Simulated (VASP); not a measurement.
TiAl3, 4 atoms in the cell. Symmetry: Pm-3m, No. 221, cubic system. Conventional cell: a = 3.902 Å, b = 3.902 Å, c = 3.902 Å, α = 90.00°, β = 90.00°, γ = 90.00°. Ti (site symmetry m-3m) has 12 Al at 2.76 Å within 3.6 Å. Al (site symmetry 4/mmm) has 4 Ti at 2.76 Å and 8 Al at 2.76 Å within 3.6 Å. 

- Program: VASP 6.6.1
- Task: single point
- Functional: r2SCAN
- Potentials or basis: VASP PAW PBE potentials, release 64 (Ti_sv, Al)
- Cutoff: 520 eV
- k mesh: 7 × 7 × 7
- Occupations: fermi-dirac, width 0.05 eV
- Spin: no spin polarisation
- Dipole correction: no
- Further INCAR settings: ALGO = Normal; EDIFF = 1e-06; NBANDS = 18

Potentials or basis: VASP PAW PBE potentials, release 64 (Ti_sv, Al).

Run with:

```sh
$ cat potpaw_PBE.64/Ti_sv/POTCAR potpaw_PBE.64/Al/POTCAR > POTCAR
$ cp INCAR.step1 INCAR
$ mpirun -np 1 vasp_std > vasp.out
$ cp INCAR.step2 INCAR
$ mpirun -np 1 vasp_std > vasp.out
```

Hardware: 1 thread of Intel Xeon 6975P-C (shared host).

Problem. How long does it take, and how much memory?

Solution. It took 65 s on 1 thread of Intel Xeon 6975P-C, on a shared host, peak memory 0.18 GiB. Counts: k points 20.
